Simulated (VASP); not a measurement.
# Ni (Fmmm) in VASP: single point with PBE

Aim: the single point of Ni with PBE.

Everything below comes from runs of VASP 6.6.1. Logs are shortened: lines on timing, memory, paths and dates and some standing lists are left out, and cuts for length are marked.

## Step 1: The cell of the first run

It takes space group Fmmm (No. 69, orthorhombic). The conventional cell has a = 2.472 Å, b = 4.189 Å, c = 8.845 Å, α = 90.00°, β = 90.00°, γ = 90.00°. Within 3.1 Å of Ni (site symmetry mm2) lie 11 Ni at 2.33 to 2.96 Å.

## Step 2: Single point, PBE, collinear spin, ferromagnetic start

Contents of INCAR:

```
SYSTEM = Ni
PREC = Accurate
ENCUT = 590
EDIFF = 1E-6
ISMEAR = 0
SIGMA = 0.1
LREAL = .False.
LASPH = .True.
NELM = 200
ALGO = Normal
ISIF = 2
LWAVE = .False.
LCHARG = .False.
ISPIN = 2
MAGMOM = 0.75 0.75 0.75 0.75
LORBIT = 11
LMAXMIX = 4
GGA = PE
NBANDS = 48
GGA_COMPAT = .False.
```

Contents of KPOINTS:

```
regular mesh
0
Gamma
  6 6 6
  0 0 0
```

Contents of POSCAR:

```
Ni
1.0
    1.2358168164     -4.4223646361      0.0000000000
    1.2358168164      4.4223646361      0.0000000000
    0.0000000000      0.0000000000      4.1886527773
Ni
4
Direct
    0.1319454743      0.8680545257      0.9999958137
    0.6319454743      0.3680545257      0.5000041863
    0.8680545257      0.1319454743      0.0000041863
    0.3680545257      0.6319454743      0.4999958137
```

Potentials or basis: VASP PAW PBE potentials, release 64 (Ni_sv_GW).

The run is started by

```bash
> cat potpaw_PBE.64/Ni_sv_GW/POTCAR > POTCAR
> mpirun -np 1 vasp_std > vasp.out
```

OUTCAR:

```text
SYSTEM = Ni
   PREC = Accurate
   ENCUT = 590
   EDIFF = 1E-6
   ISMEAR = 0
   LREAL = .False.
   LASPH = .True.
   NELM = 200
   ISIF = 2
   ISPIN = 2
   LORBIT = 11
   GGA = PE

 ion  position               nearest neighbor table
   1  0.132  0.868  1.000-   3 2.33   3 2.43   3 2.43   2 2.43   2 2.43   2 2.43   2 2.43
   2  0.632  0.368  0.500-   4 2.33   4 2.43   4 2.43   1 2.43   1 2.43   1 2.43   1 2.43
   3  0.868  0.132  0.000-   1 2.33   1 2.43   1 2.43   4 2.43   4 2.43   4 2.43   4 2.43
   4  0.368  0.632  0.500-   2 2.33   2 2.43   2 2.43   3 2.43   3 2.43   3 2.43   3 2.43

  LATTYP: Found a base centered orthorhombic cell.
 ALAT       =     2.4716336328
 B/A-ratio  =     3.5784952733
 C/A-ratio  =     1.6946899903

  Lattice vectors:

 A1 = (   1.2358168164,  -4.4223646361,   0.0000000000)
 A2 = (   1.2358168164,   4.4223646361,   0.0000000000)
 A3 = (   0.0000000000,   0.0000000000,   4.1886527773)

Analysis of symmetry for initial positions (statically):
=====================================================================
 Subroutine PRICEL returns:
 Original cell was already a primitive cell.

 Routine SETGRP: Setting up the symmetry group for a
 base centered orthorhombic supercell.

 Subroutine GETGRP returns: Found  8 space group operations
 (whereof  4 operations were pure point group operations)
 out of a pool of  8 trial point group operations.

The static configuration has the point symmetry C_2h.
 The point group associated with its full space group is D_2h.

Analysis of symmetry for dynamics (positions and initial velocities):
=====================================================================
 Subroutine PRICEL returns:
 Original cell was already a primitive cell.

 Routine SETGRP: Setting up the symmetry group for a
 base centered orthorhombic supercell.

 Subroutine GETGRP returns: Found  8 space group operations
 (whereof  4 operations were pure point group operations)
 out of a pool of  8 trial point group operations.

The dynamic configuration has the point symmetry C_2h.
 The point group associated with its full space group is D_2h.

Analysis of structural, dynamic, and magnetic symmetry:
=====================================================================
 Subroutine PRICEL returns:
 Original cell was already a primitive cell.

 Routine SETGRP: Setting up the symmetry group for a
 base centered orthorhombic supercell.

 Subroutine GETGRP returns: Found  8 space group operations
 (whereof  4 operations were pure point group operations)
 out of a pool of  8 trial point group operations.

The overall configuration has the point symmetry C_2h.
 The point group associated with its full space group is D_2h.

 Subroutine INISYM returns: Found  8 space group operations
 (whereof  4 operations are pure point group operations),
 and found     1 'primitive' translations

----------------------------------------------------------------------------------------

                                     Primitive cell

  volume of cell :      45.7839

  direct lattice vectors                    reciprocal lattice vectors
     1.235816816 -4.422364636  0.000000000     0.404590707 -0.113061686  0.000000000
     1.235816816  4.422364636  0.000000000     0.404590707  0.113061686  0.000000000
     0.000000000  0.000000000  4.188652777     0.000000000  0.000000000  0.238740247

  length of vectors
     4.591791827  4.591791827  4.188652777     0.420091163  0.420091163  0.238740247

  position of ions in fractional coordinates (direct lattice)
     0.131945474  0.868054526  0.999995814
     0.631945474  0.368054526  0.500004186
     0.868054526  0.131945474  0.000004186
     0.368054526  0.631945474  0.499995814

  ion indices of the primitive-cell ions
   primitive index   ion index
                 1           1
                 2           2
                 3           3
                 4           4

[... 25 lines left out ...]

 Following reciprocal coordinates:
            Coordinates               Weight
  0.000000  0.000000  0.000000      1.000000
  0.166667 -0.000000  0.000000      4.000000
  0.333333 -0.000000  0.000000      4.000000
  0.500000  0.000000  0.000000      2.000000
  0.166667  0.166667  0.000000      2.000000
  0.333333  0.166667  0.000000      4.000000
[... 16 lines left out ...]
  0.333333  0.333333  0.166667      4.000000
  0.500000  0.333333  0.166667      8.000000
 [... further k-points ...]
   k-points           NKPTS =     52   k-points in BZ     NKDIM =     52   number of bands    NBANDS=     48
   number of dos      NEDOS =    301   number of ions     NIONS =      4
   total plane-waves  NPLWV =  46656
   dimension x,y,z NGX =    36 NGY =   36 NGZ =   36
   dimension x,y,z NGXF=    72 NGYF=   72 NGZF=   72
   ions per type =               4
   NGX,Y,Z   is equivalent  to a cutoff of  13.03, 13.03, 14.29 a.u.
   NGXF,Y,Z  is equivalent  to a cutoff of  26.07, 26.07, 28.58 a.u.
 SYSTEM =  Ni
   PREC   = accura    normal or accurate (medium, high low for compatibility)
   ISTART =      0    job   : 0-new  1-cont  2-samecut
   ICHARG =      2    charge: 1-file 2-atom 10-const
   ISPIN  =      2    spin polarized calculation?
   LNONCOLLINEAR =      F non collinear calculations
   LSORBIT =      F    spin-orbit coupling
   LASPH  =      T    aspherical Exc in radial PAW
   ENCUT  =  590.0 eV  43.36 Ry    6.59 a.u.   9.09  9.09  8.30*2*pi/ulx,y,z
   NELM   =    200;   NELMIN=  2; NELMDL= -5     # of ELM steps
   EDIFF  = 0.1E-05   stopping-criterion for ELM
   LREAL  =      F    real-space projection
   EDIFFG = 0.1E-04   stopping-criterion for IOM
   NSW    =      0    number of steps for IOM
   IBRION =     -1    ionic relax: 0-MD 1-quasi-New 2-CG
   NFREE  =      0    steps in history (QN), initial steepest desc. (CG)
   ISIF   =      2    stress and relaxation
   ISYM   =      2    0-nonsym 1-usesym 2-fastsym
   POTIM  = 0.5000    time-step for ionic-motion
   TEBEG  =    0.0;   TEEND  =   0.0 temperature during run
   PSTRESS=    0.0 pullay stress
   NELECT =      72.0000    total number of electrons
   NUPDOWN=      -1.0000    fix difference up-down
   EMIN   =  10.00;   EMAX   =-10.00  energy-range for DOS
   EFERMI =   0.00;   METHOD = LEGACY
   ISMEAR =     0;   SIGMA  =   0.10  broadening in eV -4-tet -1-fermi 0-gaus
   EFERMI_NEDOS =   21; number of points for ismear=-14 and -15
   IALGO  =     38    algorithm
   IMIX   =      4    mixing-type and parameters
     AMIX     =   0.40;   BMIX     =  1.00
     AMIX_MAG =   1.60;   BMIX_MAG =  1.00
  volume/ion in A,a.u.               =      11.45        77.24
  Fermi-wavevector in a.u.,A,eV,Ry     =   1.903771  3.597605 49.312184  3.624343
  Thomas-Fermi vector in A             =   2.942126
   LORBIT       =     11    0 simple, 1 ext, 2 COOP (PROOUT), +10 PAW based schemes
   GGA     = PE    functional components
   LHFCALC =     F    Hartree Fock is set to
   AEXX    =    0.0000 exact exchange contribution
   IVDW    =     0    specifies the selected vdW correction
   LEPSILON=     F    determine dielectric tensor
   LRPA    =     F    only Hartree local field effects (RPA)
 spin polarized calculation
 Gauss-broadening in eV      SIGMA  =   0.10
  energy-cutoff  :      590.00
  volume of cell :       45.78
 maximum number of plane-waves:      1505
   NGX = 19   NGY = 19   NGZ = 17

 number of electron      71.9999980 magnetization       2.3956943

 Free energy of the ion-electron system (eV)
  ---------------------------------------------------
  ext. energy  EPLUGINS =         0.00000000
  ---------------------------------------------------
  free energy    TOTEN  =       -24.77155720 eV

  energy without entropy =      -24.74107410  energy(sigma->0) =      -24.75631565

 E-fermi :   7.1474     XC(G=0): -13.5059

 val. band max:        7.1442379158   @ k =  -0.1667   0.1667   0.1667
 cond. band min:       7.1609171469   @ k =   0.3333  -0.0000   0.5000
 fundamental gap:      0.0166792311
 Fermi energy:         7.1474256878

 spin component 1

 k-point     1 :       0.0000    0.0000    0.0000
  band No.  band energies     occupation
      1     -96.3007      1.00000
      2     -96.2703      1.00000
      3     -96.2686      1.00000
      4     -96.2420      1.00000
      5     -56.7508      1.00000
      6     -56.7508      1.00000
[... 1213 lines left out ...]
     47      24.0430      0.00000
     48      24.5474      0.00000

 [... further k-points ...]

 spin component 2

 k-point     1 :       0.0000    0.0000    0.0000
  band No.  band energies     occupation
      1     -95.5023      1.00000
      2     -95.4710      1.00000
      3     -95.4693      1.00000
      4     -95.4420      1.00000
      5     -55.9950      1.00000
      6     -55.9690      1.00000
[... 1213 lines left out ...]
     47      24.1159      0.00000
     48      24.6011      0.00000

 [... further k-points ...]

------------------------ aborting loop because EDIFF is reached ----------------------------------------

  FORCE on cell =-STRESS in cart. coord.  units (eV):
  Direction    XX          YY          ZZ          XY          YZ          ZX
  --------------------------------------------------------------------------------------
  -------------------------------------------------------------------------------------
  Total       -1.1179482     -1.0990891     -1.0914586      0.0000000      0.0000000      0.0000000
  in kB      -39.1218398    -38.4618776    -38.1948533      0.0000000      0.0000000      0.0000000
  external PRESSURE =     -38.5928569 kB  Pullay stress =       0.0000000 kB

 VOLUME and BASIS-vectors are now :
 -----------------------------------------------------------------------------
  energy-cutoff  :      590.00
  volume of cell :       45.78
      direct lattice vectors                 reciprocal lattice vectors
     1.235816816 -4.422364636  0.000000000     0.404590707 -0.113061686  0.000000000
     1.235816816  4.422364636  0.000000000     0.404590707  0.113061686  0.000000000
     0.000000000  0.000000000  4.188652777     0.000000000  0.000000000  0.238740247

 POSITION                                       TOTAL-FORCE (eV/Angst)
 -----------------------------------------------------------------------------------
      1.23582      3.25534      4.18864         0.000000     -0.008151      0.000197
      1.23582     -1.16702      2.09434         0.000000     -0.008151     -0.000197
      1.23582     -3.25534      0.00002         0.000000      0.008151     -0.000197
      1.23582      1.16702      2.09431         0.000000      0.008151      0.000197
 -----------------------------------------------------------------------------------
    total drift:                                0.000000      0.000000     -0.000000

  FREE ENERGIE OF THE ION-ELECTRON SYSTEM (eV)
  ---------------------------------------------------
  free  energy   TOTEN  =       -24.7715571972 eV

  energy  without entropy=      -24.7410741043  energy(sigma->0) =      -24.75631565

 total charge

# of ion       s       p       d       f       tot
--------------------------------------------------
    1        2.245   6.278   7.829   0.005  16.357
    2        2.245   6.278   7.829   0.005  16.357
    3        2.245   6.278   7.829   0.005  16.357
    4        2.245   6.278   7.829   0.005  16.357
--------------------------------------------------
tot          8.979  25.112  31.317   0.020  65.428

 magnetization (x)

# of ion       s       p       d       f       tot
--------------------------------------------------
    1       -0.003  -0.013   0.654  -0.000   0.638
    2       -0.003  -0.013   0.654  -0.000   0.638
    3       -0.003  -0.013   0.654  -0.000   0.638
    4       -0.003  -0.013   0.654  -0.000   0.638
--------------------------------------------------
tot         -0.012  -0.051   2.615  -0.000   2.551
```

Wall time 3.6 min (1 thread of Intel Xeon 6975P-C (Granite Rapids), shared host); peak memory 0.37 GiB.

Results:

- Free energy: -24.7716 eV
- Pressure: -3.9 GPa
- Largest force: 0.008 eV/Å
- Net moment: 2.40 μB per cell
- Site moments: Ni +0.64 μB
- Valence electrons inside the program's atomic spheres: Ni 16.36

Forces in eV/Å, atoms in the order of the input:
```
Ni   0.000 -0.008  0.000
Ni   0.000 -0.008  0.000
Ni   0.000  0.008  0.000
Ni   0.000  0.008  0.000
```

Caveat: the k points lie up to 0.44 Å⁻¹ apart.
